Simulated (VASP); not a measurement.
# Mg2Ge (Fm-3m) in VASP: a series of runs

The runs below take Mg2Ge through single point, with PBEsol, r2SCAN.

Program: VASP 6.6.1. These are calculated values, not measurements. Logs are shortened: lines on timing, memory, paths and dates and some standing lists are left out, and cuts for length are marked.

## Step 1: The cell of the first run

Symmetry: Fm-3m, No. 225, cubic system. The conventional cell has a = 6.364 Å, b = 6.364 Å, c = 6.364 Å, α = 90.00°, β = 90.00°, γ = 90.00°. Mg (site symmetry -43m) has 4 Ge at 2.76 Å and 6 Mg at 3.18 Å within 3.6 Å. Within 3.6 Å of Ge (site symmetry m-3m) lie 8 Mg at 2.76 Å.

## Step 2: Single point, PBEsol

INCAR

```
SYSTEM = Mg2Ge
  PREC = Accurate
  ENCUT = 600
  EDIFF = 1E-6
  ISMEAR = -1
  SIGMA = 0.05
  LREAL = Auto
  LASPH = .True.
  NELM = 120
  ALGO = Normal
  ISIF = 2
  LWAVE = .False.
  LCHARG = .False.
  GGA = PS
  NBANDS = 342
  GGA_COMPAT = .False.
```

KPOINTS

```
regular mesh
0
Gamma
  1 1 1
  0 0 0
```

POSCAR

```
Mg2Ge
1.0
   12.7273910000      0.0000000000      0.0000000000
    0.0000000000     12.7273910000      0.0000000000
    0.0000000000      0.0000000000     12.7273910000
Mg Ge
64 32
Direct
    0.3750000000      0.1250000000      0.1250000000
    0.3750000000      0.1250000000      0.6250000000
    0.3750000000      0.6250000000      0.1250000000
    0.3750000000      0.6250000000      0.6250000000
    0.8750000000      0.1250000000      0.1250000000
    0.8750000000      0.1250000000      0.6250000000
    0.8750000000      0.6250000000      0.1250000000
    0.8750000000      0.6250000000      0.6250000000
    0.1250000000      0.3750000000      0.1250000000
    0.1250000000      0.3750000000      0.6250000000
    0.1250000000      0.8750000000      0.1250000000
    0.1250000000      0.8750000000      0.6250000000
    0.6250000000      0.3750000000      0.1250000000
    0.6250000000      0.3750000000      0.6250000000
    0.6250000000      0.8750000000      0.1250000000
    0.6250000000      0.8750000000      0.6250000000
    0.1250000000      0.1250000000      0.3750000000
    0.1250000000      0.1250000000      0.8750000000
    0.1250000000      0.6250000000      0.3750000000
    0.1250000000      0.6250000000      0.8750000000
    0.6250000000      0.1250000000      0.3750000000
    0.6250000000      0.1250000000      0.8750000000
    0.6250000000      0.6250000000      0.3750000000
    0.6250000000      0.6250000000      0.8750000000
    0.1250000000      0.1250000000      0.1250000000
    0.1250000000      0.1250000000      0.6250000000
    0.1250000000      0.6250000000      0.1250000000
    0.1250000000      0.6250000000      0.6250000000
    0.6250000000      0.1250000000      0.1250000000
    0.6250000000      0.1250000000      0.6250000000
    0.6250000000      0.6250000000      0.1250000000
    0.6250000000      0.6250000000      0.6250000000
    0.3750000000      0.3750000000      0.3750000000
    0.3750000000      0.3750000000      0.8750000000
    0.3750000000      0.8750000000      0.3750000000
    0.3750000000      0.8750000000      0.8750000000
    0.8750000000      0.3750000000      0.3750000000
    0.8750000000      0.3750000000      0.8750000000
    0.8750000000      0.8750000000      0.3750000000
    0.8750000000      0.8750000000      0.8750000000
    0.3750000000      0.3750000000      0.1250000000
    0.3750000000      0.3750000000      0.6250000000
    0.3750000000      0.8750000000      0.1250000000
    0.3750000000      0.8750000000      0.6250000000
    0.8750000000      0.3750000000      0.1250000000
    0.8750000000      0.3750000000      0.6250000000
    0.8750000000      0.8750000000      0.1250000000
    0.8750000000      0.8750000000      0.6250000000
    0.3750000000      0.1250000000      0.3750000000
    0.3750000000      0.1250000000      0.8750000000
    0.3750000000      0.6250000000      0.3750000000
    0.3750000000      0.6250000000      0.8750000000
    0.8750000000      0.1250000000      0.3750000000
    0.8750000000      0.1250000000      0.8750000000
    0.8750000000      0.6250000000      0.3750000000
    0.8750000000      0.6250000000      0.8750000000
    0.1250000000      0.3750000000      0.3750000000
    0.1250000000      0.3750000000      0.8750000000
    0.1250000000      0.8750000000      0.3750000000
    0.1250000000      0.8750000000      0.8750000000
    0.6250000000      0.3750000000      0.3750000000
    0.6250000000      0.3750000000      0.8750000000
    0.6250000000      0.8750000000      0.3750000000
    0.6250000000      0.8750000000      0.8750000000
    0.0000000000      0.0000000000      0.0000000000
    0.0000000000      0.0000000000      0.5000000000
    0.0000000000      0.5000000000      0.0000000000
    0.0000000000      0.5000000000      0.5000000000
    0.5000000000      0.0000000000      0.0000000000
    0.5000000000      0.0000000000      0.5000000000
    0.5000000000      0.5000000000      0.0000000000
    0.5000000000      0.5000000000      0.5000000000
    0.2500000000      0.2500000000      0.0000000000
    0.2500000000      0.2500000000      0.5000000000
    0.2500000000      0.7500000000      0.0000000000
    0.2500000000      0.7500000000      0.5000000000
    0.7500000000      0.2500000000      0.0000000000
    0.7500000000      0.2500000000      0.5000000000
    0.7500000000      0.7500000000      0.0000000000
    0.7500000000      0.7500000000      0.5000000000
    0.2500000000      0.0000000000      0.2500000000
    0.2500000000      0.0000000000      0.7500000000
    0.2500000000      0.5000000000      0.2500000000
    0.2500000000      0.5000000000      0.7500000000
    0.7500000000      0.0000000000      0.2500000000
    0.7500000000      0.0000000000      0.7500000000
    0.7500000000      0.5000000000      0.2500000000
    0.7500000000      0.5000000000      0.7500000000
    0.0000000000      0.2500000000      0.2500000000
    0.0000000000      0.2500000000      0.7500000000
    0.0000000000      0.7500000000      0.2500000000
    0.0000000000      0.7500000000      0.7500000000
    0.5000000000      0.2500000000      0.2500000000
    0.5000000000      0.2500000000      0.7500000000
    0.5000000000      0.7500000000      0.2500000000
    0.5000000000      0.7500000000      0.7500000000
```

Potentials or basis: VASP PAW PBE potentials, release 64 (Mg, Ge_d).

Command:

```
> cat potpaw_PBE.64/Mg/POTCAR potpaw_PBE.64/Ge_d/POTCAR > POTCAR
> mpirun -np 1 vasp_gam > vasp.out
```

OUTCAR:

```text
SYSTEM = Mg2Ge
   PREC = Accurate
   ENCUT = 600
   EDIFF = 1E-6
   ISMEAR = -1
   LREAL = Auto
   LASPH = .True.
   NELM = 120
   ISIF = 2
   GGA = PS

 ion  position               nearest neighbor table
   1  0.375  0.125  0.125-  69 2.76  73 2.76  81 2.76  93 2.76  49 3.18  50 3.18  25 3.18  29 3.18
                            41 3.18  43 3.18
   2  0.375  0.125  0.625-  70 2.76  74 2.76  82 2.76  94 2.76  49 3.18  50 3.18  26 3.18  30 3.18
                            42 3.18  44 3.18
   3  0.375  0.625  0.125-  71 2.76  75 2.76  83 2.76  95 2.76  51 3.18  52 3.18  27 3.18  31 3.18
                            41 3.18  43 3.18
   4  0.375  0.625  0.625-  72 2.76  76 2.76  84 2.76  96 2.76  51 3.18  52 3.18  28 3.18  32 3.18
                            42 3.18  44 3.18
   5  0.875  0.125  0.125-  65 2.76  77 2.76  85 2.76  89 2.76  53 3.18  54 3.18  25 3.18  29 3.18
                            45 3.18  47 3.18
   6  0.875  0.125  0.625-  66 2.76  78 2.76  86 2.76  90 2.76  53 3.18  54 3.18  26 3.18  30 3.18
                            46 3.18  48 3.18
   7  0.875  0.625  0.125-  67 2.76  79 2.76  87 2.76  91 2.76  55 3.18  56 3.18  27 3.18  31 3.18
                            45 3.18  47 3.18
   8  0.875  0.625  0.625-  68 2.76  80 2.76  88 2.76  92 2.76  55 3.18  56 3.18  28 3.18  32 3.18
                            46 3.18  48 3.18
   9  0.125  0.375  0.125-  67 2.76  73 2.76  83 2.76  89 2.76  57 3.18  58 3.18  25 3.18  27 3.18
[... 171 lines left out ...]
  95  0.500  0.750  0.250-   3 2.76  15 2.76  23 2.76  31 2.76  35 2.76  43 2.76  51 2.76  63 2.76

  96  0.500  0.750  0.750-   4 2.76  16 2.76  24 2.76  32 2.76  36 2.76  44 2.76  52 2.76  64 2.76

  LATTYP: Found a simple cubic cell.
 ALAT       =    12.7273910000

  Lattice vectors:

 A1 = (  12.7273910000,   0.0000000000,   0.0000000000)
 A2 = (   0.0000000000,  12.7273910000,   0.0000000000)
 A3 = (   0.0000000000,   0.0000000000,  12.7273910000)

Analysis of symmetry for initial positions (statically):
=====================================================================
 Subroutine PRICEL returns following result:

  LATTYP: Found a face centered cubic cell.
 ALAT       =     6.3636955000

  Lattice vectors:

 A1 = (   3.1818477500,  -3.1818477500,   0.0000000000)
 A2 = (   3.1818477500,   0.0000000000,   3.1818477500)
 A3 = (   0.0000000000,  -3.1818477500,   3.1818477500)

  32 primitive cells build up your supercell.

 Routine SETGRP: Setting up the symmetry group for a
 simple cubic supercell.

 Subroutine GETGRP returns: Found 48 space group operations
 (whereof 48 operations were pure point group operations)
 out of a pool of 48 trial point group operations.

The static configuration has the point symmetry O_h .

Analysis of symmetry for dynamics (positions and initial velocities):
=====================================================================
 Subroutine PRICEL returns following result:

  LATTYP: Found a face centered cubic cell.
 ALAT       =     6.3636955000

  Lattice vectors:

 A1 = (   3.1818477500,  -3.1818477500,   0.0000000000)
 A2 = (   3.1818477500,   0.0000000000,   3.1818477500)
[... 65 lines left out ...]

 Found      1 irreducible k-points:

 Following reciprocal coordinates:
            Coordinates               Weight
  0.000000  0.000000  0.000000      1.000000
   k-points           NKPTS =      1   k-points in BZ     NKDIM =      1   number of bands    NBANDS=    342
   number of dos      NEDOS =    301   number of ions     NIONS =     96
   total plane-waves  NPLWV = ******
   dimension x,y,z NGX =   108 NGY =  108 NGZ =  108
   dimension x,y,z NGXF=   216 NGYF=  216 NGZF=  216
   ions per type =              64  32
   NGX,Y,Z   is equivalent  to a cutoff of  14.11, 14.11, 14.11 a.u.
   NGXF,Y,Z  is equivalent  to a cutoff of  28.21, 28.21, 28.21 a.u.
 SYSTEM =  Mg2Ge
   PREC   = accura    normal or accurate (medium, high low for compatibility)
   ISTART =      0    job   : 0-new  1-cont  2-samecut
   ICHARG =      2    charge: 1-file 2-atom 10-const
   ISPIN  =      1    spin polarized calculation?
   LNONCOLLINEAR =      F non collinear calculations
   LSORBIT =      F    spin-orbit coupling
   LASPH  =      T    aspherical Exc in radial PAW
   ENCUT  =  600.0 eV  44.10 Ry    6.64 a.u.  25.42 25.42 25.42*2*pi/ulx,y,z
   NELM   =    120;   NELMIN=  2; NELMDL= -5     # of ELM steps
   EDIFF  = 0.1E-05   stopping-criterion for ELM
   LREAL  =      T    real-space projection
   EDIFFG = 0.1E-04   stopping-criterion for IOM
   NSW    =      0    number of steps for IOM
   IBRION =     -1    ionic relax: 0-MD 1-quasi-New 2-CG
   NFREE  =      0    steps in history (QN), initial steepest desc. (CG)
   ISIF   =      2    stress and relaxation
   ISYM   =      2    0-nonsym 1-usesym 2-fastsym
   POTIM  = 0.5000    time-step for ionic-motion
   TEBEG  =    0.0;   TEEND  =   0.0 temperature during run
   PSTRESS=    0.0 pullay stress
   NELECT =     576.0000    total number of electrons
   NUPDOWN=      -1.0000    fix difference up-down
   EMIN   =  10.00;   EMAX   =-10.00  energy-range for DOS
   EFERMI =   0.00;   METHOD = LEGACY
   ISMEAR =    -1;   SIGMA  =   0.05  broadening in eV -4-tet -1-fermi 0-gaus
   EFERMI_NEDOS =   21; number of points for ismear=-14 and -15
   IALGO  =     38    algorithm
   IMIX   =      4    mixing-type and parameters
     AMIX     =   0.40;   BMIX     =  1.00
     AMIX_MAG =   1.60;   BMIX_MAG =  1.00
  volume/ion in A,a.u.               =      21.48       144.93
  Fermi-wavevector in a.u.,A,eV,Ry     =   1.070228  2.022437 15.583947  1.145388
  Thomas-Fermi vector in A             =   2.205932
   LORBIT       =      0    0 simple, 1 ext, 2 COOP (PROOUT), +10 PAW based schemes
   GGA     = PS    functional components
   LHFCALC =     F    Hartree Fock is set to
   AEXX    =    0.0000 exact exchange contribution
   IVDW    =     0    specifies the selected vdW correction
   LEPSILON=     F    determine dielectric tensor
   LRPA    =     F    only Hartree local field effects (RPA)
 non-spin polarized calculation
  energy-cutoff  :      600.00
  volume of cell :     2061.67
 maximum number of plane-waves:     34446
 NGX is ok and might be reduce to   108
   NGX = 51   NGY = 51   NGZ = 51

 number of electron     575.9999436 magnetization

 Free energy of the ion-electron system (eV)
  ---------------------------------------------------
  ext. energy  EPLUGINS =         0.00000000
  ---------------------------------------------------
  free energy    TOTEN  =      -289.99533751 eV

  energy without entropy =     -289.60872810  energy(sigma->0) =     -289.80203280

 E-fermi :   3.5423     XC(G=0):  -9.2226

 val. band max:        3.5102380607   @ k =   0.0000   0.0000   0.0000
 cond. band min:       3.5744209919   @ k =   0.0000   0.0000   0.0000
 fundamental gap:      0.0641829312
 Fermi energy:         3.5423266355

 k-point     1 :       0.0000    0.0000    0.0000
  band No.  band energies     occupation
      1     -20.1020      2.00000
      2     -20.1020      2.00000
      3     -20.1020      2.00000
      4     -20.1014      2.00000
      5     -20.1014      2.00000
      6     -20.1014      2.00000
[... 292 lines left out ...]
    299       4.5427      0.00000
    300       4.8930      0.00000
 [bands above 300 left out]

------------------------ aborting loop because EDIFF is reached ----------------------------------------

  FORCE on cell =-STRESS in cart. coord.  units (eV):
  Direction    XX          YY          ZZ          XY          YZ          ZX
  --------------------------------------------------------------------------------------
  -------------------------------------------------------------------------------------
  Total       -5.9687301     -5.9687301     -5.9687301     -0.0000000      0.0000000     -0.0000000
  in kB       -4.6384658     -4.6384658     -4.6384658     -0.0000000      0.0000000     -0.0000000
  external PRESSURE =      -4.6384658 kB  Pullay stress =       0.0000000 kB

 VOLUME and BASIS-vectors are now :
 -----------------------------------------------------------------------------
  energy-cutoff  :      600.00
  volume of cell :     2061.67
      direct lattice vectors                 reciprocal lattice vectors
    12.727391000  0.000000000  0.000000000     0.078570698  0.000000000  0.000000000
     0.000000000 12.727391000  0.000000000     0.000000000  0.078570698  0.000000000
     0.000000000  0.000000000 12.727391000     0.000000000  0.000000000  0.078570698

 POSITION                                       TOTAL-FORCE (eV/Angst)
 -----------------------------------------------------------------------------------
      4.77277      1.59092      1.59092        -0.000000      0.000000     -0.000000
      4.77277      1.59092      7.95462        -0.000000      0.000000     -0.000000
      4.77277      7.95462      1.59092        -0.000000      0.000000     -0.000000
      4.77277      7.95462      7.95462        -0.000000      0.000000     -0.000000
     11.13647      1.59092      1.59092        -0.000000      0.000000     -0.000000
     11.13647      1.59092      7.95462        -0.000000      0.000000     -0.000000
[... 88 lines left out ...]
      6.36370      9.54554      3.18185         0.000000     -0.000000      0.000000
      6.36370      9.54554      9.54554        -0.000000     -0.000000      0.000000
 -----------------------------------------------------------------------------------
    total drift:                                0.000000      0.000000      0.000000

  FREE ENERGIE OF THE ION-ELECTRON SYSTEM (eV)
  ---------------------------------------------------
  free  energy   TOTEN  =      -289.9953375063 eV

  energy  without entropy=     -289.6087280987  energy(sigma->0) =     -289.80203280
```

It took 33 min on 1 thread of AMD EPYC 7R13 (Zen 3), shared host; peak memory 2 GiB.

What came out:

* Free energy: -289.9953 eV
* Pressure: -0.5 GPa

Caveat: the k points lie up to 0.49 Å⁻¹ apart; the PAW data sets were made with another functional, which shifts forces and pressure a little.

## Step 3: Single point, r2SCAN

POSCAR is that of step 2.

INCAR.step1

```
  PREC = Accurate
  ENCUT = 660
  ISMEAR = -1
  SIGMA = 0.05
  LREAL = Auto
  LASPH = True
  NELM = 120
  NBANDS = 342
  GGA = PE
  ALGO = Normal
  EDIFF = 1E-5
  LWAVE = True
  LCHARG = False
  GGA_COMPAT = False
  NCORE = 4
```

INCAR.step2

```
  PREC = Accurate
  ENCUT = 660
  EDIFF = 1E-6
  ISMEAR = -1
  SIGMA = 0.05
  LREAL = Auto
  LASPH = True
  NELM = 120
  ALGO = Normal
  ISIF = 2
  LWAVE = False
  LCHARG = True
  METAGGA = R2SCAN
  LMIXTAU = True
  LELF = True
  LVHAR = True
  NBANDS = 342
  ISTART = 1
  GGA_COMPAT = False
  NCORE = 4
```

KPOINTS

```
Automatic mesh
0
Gamma
  1 1 1
```

Potentials or basis: VASP PAW PBE potentials, release 64 (Mg, Ge_d).

Command:

```
> cat potpaw_PBE.64/Mg/POTCAR potpaw_PBE.64/Ge_d/POTCAR > POTCAR
> cp INCAR.step1 INCAR
> mpirun -np 4 vasp_gam > vasp.out
> cp INCAR.step2 INCAR
> mpirun -np 4 vasp_gam > vasp.out
```

Wall time 15 min (4 MPI ranks of AMD EPYC 7R43 (Zen 3), shared host); peak memory 0.83 GiB.

Results (log left out):

- Free energy: -738.3523 eV
- Pressure: -0.4 GPa

Levels at points of the mesh, in eV from the Fermi level:
```
           k point  band 284  band 285  band 286  band 287  band 288  band 289  band 290  band 291  band 292  band 293
(0.00, 0.00, 0.00)     -0.97     -0.97     -0.20     -0.20     -0.20      0.20      0.20      0.20      0.75      0.75
```

Caveat: the k points lie up to 0.49 Å⁻¹ apart; the PAW data sets were made with another functional, which shifts forces and pressure a little.
